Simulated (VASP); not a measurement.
# Ge (Fd-3m) in VASP: a series of runs, part 2 of 3

VASP 6.6.1.

### 3 Single point, RPBE+D4

This run uses another cell than the first one, of 22.64 Å³/atom, 1.020 times its volume.

Input file INCAR:

```
SYSTEM = Ge
PREC     = Accurate       ! precision mode
ENCUT    = 520            ! plane-wave cutoff, eV
EDIFF    = 1E-7           ! SCF threshold, eV
ISMEAR   = -1             ! smearing method
SIGMA    = 0.05           ! smearing width, eV
LREAL    = .FALSE.        ! projectors in reciprocal space
LASPH    = .TRUE.         ! aspherical terms in the spheres
NELM     = 100            ! most SCF steps
ALGO     = Normal         ! electronic algorithm
ISIF     = 2              ! what is computed and relaxed
LWAVE    = .FALSE.        ! write WAVECAR
LCHARG   = .TRUE.         ! write CHGCAR
GGA      = RP             ! functional
IVDW     = 13             ! dispersion correction
LELF     = .TRUE.         ! ELF
LVHAR    = .TRUE.       
NBANDS   = 21             ! bands
```

Input file KPOINTS:

```
Automatic mesh
0
G
  8 8 8
  0 0 0
```

Input file POSCAR:

```
Ge
1.0
    0.0000000000      2.8289100000      2.8289100000
    2.8289100000      0.0000000000      2.8289100000
    2.8289100000      2.8289100000      0.0000000000
Ge
2
Direct
    0.7500000000      0.7500000000      0.7500000000
    0.5000000000      0.5000000000      0.5000000000
```

Potentials or basis: VASP PAW PBE potentials, release 64 (Ge_d).

The run is started by

```console
$ cat potpaw_PBE.64/Ge_d/POTCAR > POTCAR
$ mpirun -np 1 vasp_std > vasp.out
```

Wall time 30 s (1 thread of Intel Xeon Platinum 8488C (Sapphire Rapids), shared host); peak memory 0.17 GiB.

The run converged. Its results:

- Free energy: -9.5121 eV
- Pressure: 0.3 GPa
- Band gap on the k mesh: 0.15 eV, direct
- Dispersion energy per atom: -0.607 eV

Levels at points of the mesh, in eV from the valence-band top:
```csv
k point,band 10,band 11,band 12,band 13,band 14,band 15,band 16,band 17,band 18,band 19
"(0.00, 0.00, 0.00)",-24.58,-12.74,0.00,0.00,0.00,0.15,2.56,2.56,2.56,6.63
"(0.50, 0.00, 0.00)",-24.55,-10.65,-7.56,-1.41,-1.41,0.27,3.77,3.77,7.29,10.72
"(0.50, 0.50, 0.00)",-24.54,-8.85,-8.85,-3.07,-3.07,0.83,0.83,9.56,9.56,11.74
```

Caveat: the PAW data sets were made with another functional, which shifts forces and pressure a little.

### 4 Single point, LDA

This run uses another cell than the first one, of 23.09 Å³/atom, 1.041 times its volume.

Input file INCAR:

```
PREC     = Accurate       # precision mode
ENCUT    = 520            # plane-wave cutoff, eV
EDIFF    = 1E-7           # SCF threshold, eV
ISMEAR   = -1             # smearing method
SIGMA    = 0.05           # smearing width, eV
LREAL    = False          # projectors in reciprocal space
LASPH    = True           # aspherical terms in the spheres
NELM     = 60             # most SCF steps
ALGO     = Normal         # electronic algorithm
ISIF     = 2              # what is computed and relaxed
LWAVE    = False          # write WAVECAR
LCHARG   = False          # write CHGCAR
NBANDS   = 21             # bands
```

Input file KPOINTS:

```
Automatic mesh
0
Gamma
  8 8 8
```

Input file POSCAR:

```
Ge
1.0
    0.0000000000      2.8476450493      2.8476450493
    2.8476450493      0.0000000000      2.8476450493
    2.8476450493      2.8476450493      0.0000000000
Ge
2
Direct
    0.7500000000      0.7500000000      0.7500000000
    0.5000000000      0.5000000000      0.5000000000
```

Potentials or basis: VASP PAW LDA potentials, release 64 (Ge_d).

The run is started by

```console
$ cat potpaw_LDA.64/Ge_d/POTCAR > POTCAR
$ mpirun -np 1 vasp_std > vasp.out
```

OUTCAR:

```text
PREC = Accurate
   ENCUT = 520
   EDIFF = 1E-7
   ISMEAR = -1
   LREAL = False
   LASPH = True
   NELM = 60
   ISIF = 2

 ion  position               nearest neighbor table
   1  0.750  0.750  0.750-   2 2.47   2 2.47   2 2.47   2 2.47
   2  0.500  0.500  0.500-   1 2.47   1 2.47   1 2.47   1 2.47

  LATTYP: Found a face centered cubic cell.
 ALAT       =     5.6952900986

  Lattice vectors:

 A1 = (   0.0000000000,   2.8476450493,   2.8476450493)
[... 764 lines left out ...]
------------------------ aborting loop because EDIFF is reached ----------------------------------------

  FORCE on cell =-STRESS in cart. coord.  units (eV):
  Direction    XX          YY          ZZ          XY          YZ          ZX
  --------------------------------------------------------------------------------------
  -------------------------------------------------------------------------------------
  Total       -0.6810000     -0.6810000     -0.6810000      0.0000000     -0.0000000      0.0000000
  in kB      -23.6249084    -23.6249084    -23.6249084      0.0000000     -0.0000000      0.0000000
  external PRESSURE =     -23.6249084 kB  Pullay stress =       0.0000000 kB

 VOLUME and BASIS-vectors are now :
 -----------------------------------------------------------------------------
  energy-cutoff  :      520.00
  volume of cell :       46.18
      direct lattice vectors                 reciprocal lattice vectors
     0.000000000  2.847645049  2.847645049    -0.175583681  0.175583681  0.175583681
     2.847645049  0.000000000  2.847645049     0.175583681 -0.175583681  0.175583681
     2.847645049  2.847645049  0.000000000     0.175583681  0.175583681 -0.175583681

 POSITION                                       TOTAL-FORCE (eV/Angst)
 -----------------------------------------------------------------------------------
      4.27147      4.27147      4.27147        -0.000000      0.000000      0.000000
      2.84765      2.84765      2.84765         0.000000     -0.000000     -0.000000
 -----------------------------------------------------------------------------------
    total drift:                                0.000000     -0.000000      0.000000

  FREE ENERGIE OF THE ION-ELECTRON SYSTEM (eV)
  ---------------------------------------------------
  free  energy   TOTEN  =       -10.3680957235 eV

  energy  without entropy=      -10.3670072534  energy(sigma->0) =      -10.36755149
```

OSZICAR:

```text
N       E                     dE             d eps       ncg     rms          rms(c)
DAV:   1     0.194272521082E+03    0.19427E+03   -0.14740E+04  1382   0.354E+03
DAV:   2     0.176727254538E+02   -0.17660E+03   -0.17075E+03  1228   0.635E+02
DAV:   3    -0.958465563674E+01   -0.27257E+02   -0.27082E+02  1403   0.143E+02
DAV:   4    -0.105194410237E+02   -0.93479E+00   -0.93438E+00  1373   0.312E+01
DAV:   5    -0.105348366779E+02   -0.15396E-01   -0.15395E-01  1368   0.441E+00    0.320E+00
DAV:   6    -0.104237530454E+02    0.11108E+00   -0.34478E-02  1373   0.163E+00    0.183E+00
DAV:   7    -0.103673945145E+02    0.56359E-01   -0.68866E-02  1276   0.196E+00    0.137E-01
DAV:   8    -0.103680490949E+02   -0.65458E-03   -0.53671E-03  1398   0.836E-01    0.494E-02
DAV:   9    -0.103680989108E+02   -0.49816E-04   -0.82341E-05  1383   0.936E-02    0.128E-02
DAV:  10    -0.103680957427E+02    0.31681E-05   -0.82945E-06  1665   0.385E-02    0.396E-03
DAV:  11    -0.103680957235E+02    0.19147E-07   -0.82124E-07  1290   0.796E-03
   1 F= -.10368096E+02 E0= -.10367551E+02  d E =-.108847E-02
```

stdout:

```text
POSCAR found type information on POSCAR Ge
 POSCAR found :  1 types and       2 ions
 scaLAPACK will be used
 LDA part: xc-table for (Slater(with rela. corr.)+CA(PZ))
 , standard interpolation
 POSCAR, INCAR and KPOINTS ok, starting setup
 FFT: planning ... GRIDC
 FFT: planning ... GRID_SOFT
 FFT: planning ... GRID
 WAVECAR not read
 entering main loop
```

Wall time 27 s (1 thread of Intel Xeon Platinum 8488C (Sapphire Rapids), shared host); peak memory 0.15 GiB.

Results:

| Item | Value |
| --- | --- |
| Free energy | -10.3681 eV |
| Pressure | -2.4 GPa |
| Band gap on the k mesh | zero (filled and empty bands touch) |

Levels at points of the mesh, in eV from the Fermi level:
```csv
k point,band 11,band 12,band 13,band 14,band 15,band 16,band 17,band 18
"(0.00, 0.00, 0.00)",-12.61,-0.27,0.05,0.05,0.05,2.56,2.56,2.56
"(0.50, 0.00, 0.00)",-10.57,-7.50,-1.33,-1.33,0.05,3.75,3.75,7.00
"(0.50, 0.50, 0.00)",-8.80,-8.80,-2.96,-2.96,0.74,0.74,9.29,9.29
```

### 5 Single point, PBE+D3(BJ)

This run uses another cell than the first one, of 23.15 Å³/atom, 1.043 times its volume.

Input file INCAR:

```
PREC     = Accurate       # precision mode
ENCUT    = 520            # plane-wave cutoff, eV
EDIFF    = 1E-7           # SCF threshold, eV
ISMEAR   = -1             # smearing method
SIGMA    = 0.05           # smearing width, eV
LREAL    = F              # projectors in reciprocal space
LASPH    = T              # aspherical terms in the spheres
NELM     = 80             # most SCF steps
ALGO     = Normal         # electronic algorithm
ISIF     = 2              # what is computed and relaxed
LWAVE    = F              # write WAVECAR
LCHARG   = T              # write CHGCAR
GGA      = PE             # functional
IVDW     = 12             # dispersion correction
LELF     = T              # ELF
LVHAR    = T            
NBANDS   = 21             # bands
```

KPOINTS is that of step 4.

Input file POSCAR:

```
Ge
1.0
    0.0000000000      2.8500473922      2.8500473922
    2.8500473922      0.0000000000      2.8500473922
    2.8500473922      2.8500473922      0.0000000000
Ge
2
Direct
    0.7500000000      0.7500000000      0.7500000000
    0.5000000000      0.5000000000      0.5000000000
```

Potentials or basis: VASP PAW PBE potentials, release 64 (Ge_d).

The run is started by

```console
$ cat potpaw_PBE.64/Ge_d/POTCAR > POTCAR
$ mpirun -np 1 vasp_std > vasp.out
```

Run time: 36 s. Hardware: 1 thread of Intel Xeon Platinum 8488C (Sapphire Rapids), shared host; peak memory 0.17 GiB.

The run converged. Its results:

* Free energy: -9.5980 eV
* Pressure: -0.1 GPa
* Band gap on the k mesh: zero (filled and empty bands touch)
* Dispersion energy per atom: -0.290 eV

Levels at points of the mesh, in eV from the Fermi level:
```csv
k point,band 10,band 11,band 12,band 13,band 14,band 15,band 16,band 17,band 18,band 19
"(0.00, 0.00, 0.00)",-24.55,-12.61,-0.17,-0.01,-0.01,-0.01,2.54,2.54,2.54,6.37
"(0.50, 0.00, 0.00)",-24.52,-10.58,-7.50,-1.38,-1.38,0.11,3.73,3.73,7.11,10.42
"(0.50, 0.50, 0.00)",-24.51,-8.81,-8.81,-3.00,-3.00,0.78,0.78,9.33,9.33,11.38
```

Caveat: pairwise dispersion overbinds metals, which lowers pressure and volume.

[end of part 2 of 3]
